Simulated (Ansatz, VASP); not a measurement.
Two plane-wave programs on TiPt3

INCAR

```
SYSTEM = TiPt3
PREC = Accurate
ENCUT = 600
EDIFF = 1E-6
ISMEAR = -1
SIGMA = 0.1
LREAL = .FALSE.
LASPH = .TRUE.
NELM = 100
ALGO = Normal
ISIF = 3
LWAVE = .FALSE.
LCHARG = .FALSE.
GGA = PE
IVDW = 13
IBRION = 2
NSW = 60
EDIFFG = -0.01
```

The input KPOINTS:

```
regular mesh
0
G
  5 5 5
  0 0 0
```

The input POSCAR:

```
TiPt3
1.0
    3.9097780000      0.0000000000      0.0000000000
    0.0000000000      3.9097780000      0.0000000000
    0.0000000000      0.0000000000      3.9097780000
Ti Pt
1 3
Direct
    0.0000000000      0.0000000000      0.0000000000
    0.0000000000      0.5000000000      0.5000000000
    0.5000000000      0.0000000000      0.5000000000
    0.5000000000      0.5000000000      0.0000000000
```

Input for Ansatz:

```yaml
crystal:
  lattice:
    - [3.909778, 0.0, 0.0]
    - [0.0, 3.909778, 0.0]
    - [0.0, 0.0, 3.909778]
  atoms:
    - { symbol: Ti, position: [0.0, 0.0, 0.0] }
    - { symbol: Pt, position: [0.0, 0.5, 0.5] }
    - { symbol: Pt, position: [0.5, 0.0, 0.5] }
    - { symbol: Pt, position: [0.5, 0.5, 0.0] }
  symmetry: { tolerance: 0.0003 }
kpoints:
  mp_grid: { grid: [5, 5, 5], shift: [0, 0, 0] }
magnetization:
  spin_polarized: false
scf:
  occupations: { method: fermi_dirac }
  eigensolver: { kind: davidson }
hamiltonian:
  pseudopotentials: { kind: paw }
  xc: pbe
  dispersion: d4
basis:
  ecutwfc: 420
  xc_grid: 1
output:
  forces: true
  stress: true
  eigenvalues: true
  write_density: true
  write_potential: true
  elf: true
  volumetric_format: npy
relax:
  max_steps: 40
  cell: {}
```

Alike in both runs: task relaxation of cell and atoms; functional PBE; dispersion D4; k mesh 5 × 5 × 5; no spin polarisation.

|  | VASP | Ansatz |
| --- | --- | --- |
| version | VASP 6.6.1 | Ansatz 0.2.0 |
| potentials or method | VASP PAW PBE potentials, release 64 (Ti_sv, Pt), cutoff 600 eV | PAW plane waves |
| occupations | fermi-dirac, width 0.1 eV | fermi-dirac |
| valence electrons in the cell | 42 | 66 |

Ansatz gave:

- gap on the k mesh at the Fermi level, each at its own relaxed structure (eV): none
- relaxed volume (Å³/atom): 15.00
- relaxed cell length with the largest relative difference (Å): 3.915

Problem. What did VASP give for the same quantities?

Solution. gap on the k mesh at the Fermi level, each at its own relaxed structure (eV): none; relaxed volume (Å³/atom): 14.98; relaxed cell length with the largest relative difference (Å): 3.913.

A gap of «none» marks a metal or a gap that the smearing closes. VASP's potentials hold 42 valence electrons a cell and Ansatz's 66, so a difference there can come from the potentials and not from the codes.

Spin-orbit coupling is off throughout.
